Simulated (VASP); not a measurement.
The system is AlPt.

```
Al Pt
1.0
     3.09155    0.00000    0.00000
     0.00000    3.09155    0.00000
     0.00000    0.00000    3.09155
Al Pt
1 1
Direct
  0.00000 0.00000 0.00000
  0.50000 0.50000 0.50000
```

Base run:

- Program: VASP 6.6.1
- Functional: r2SCAN
- Potentials or basis: VASP PAW PBE potentials, release 64 (Al, Pt)
- Cutoff: 520 eV
- k mesh: 11 × 11 × 11
- Occupations: fermi-dirac, width 0.05 eV
- Spin: collinear spin
- Starting moments: [0.0, 0.5] μB
- Fixed moment: 0.5 μB

Its results: pressure -4.5 GPa; site moments Al +0.05; Pt +0.34 μB.

Task: After a change of settings the same cell gave: pressure 1.8 GPa; site moments Al +0.13; Pt +0.95 μB. Which change was it?
A. fixed moment from 0.5 μB to 1 μB; moments at the start from [0.0, 0.5] to [0.0, 1.0]
B. fixed moment from 0.5 μB to 0.1 μB; moments at the start from [0.0, 0.5] to [0.0, 0.1]
C. fixed moment from 0.5 μB to 1.4 μB; moments at the start from [0.0, 0.5] to [0.0, 1.4]

Result: C.

Caveats: the PAW data sets were made with another functional, which shifts forces and pressure a little; the total moment is fixed, so each spin has its own Fermi level and the state may be an excited one; the cell stands under tension (at least some runs).
